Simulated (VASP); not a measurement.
A run of VASP 6.6.1 is set up as follows.

INCAR

```
PREC = Accurate ; ENCUT = 520
EDIFF = 1E-6 ; ISMEAR = 0
SIGMA = 0.02 ; LREAL = F
LASPH = T ; NELM = 80
ALGO = Normal ; ISIF = 2
LWAVE = F ; LCHARG = F
GGA = PE ; NBANDS = 16
```

KPOINTS

```
Automatic mesh
0
Gamma
  9 9 6
```

The input POSCAR:

```
AlN
1.0
    3.3590106298      0.0000000000      0.0000000000
   -1.6795053149      2.9089885369      0.0000000000
    0.0000000000      0.0000000000      4.3207167527
Al N
2 2
Direct
    0.3333333333      0.6666666667      0.7500000000
    0.6666666667      0.3333333333      0.2500000000
    0.3333333333      0.6666666667      0.2500000000
    0.6666666667      0.3333333333      0.7500000000
```

Potentials or basis: VASP PAW PBE potentials, release 64 (Al, N).

Launch:

```sh
$ cat potpaw_PBE.64/Al/POTCAR potpaw_PBE.64/N/POTCAR > POTCAR
$ mpirun -np 1 vasp_std > vasp.out
```

Problem. Estimate the pressure.

Solution. -10.4 GPa.

Problem. What does it give for the band gap on the k mesh?

Solution. 2.77 eV.

Stress tensor (GPa, compression positive):
```
-10.54   0.00   0.00
  0.00 -10.54   0.00
  0.00   0.00 -10.25
```

Caveat: the cell stands under tension.
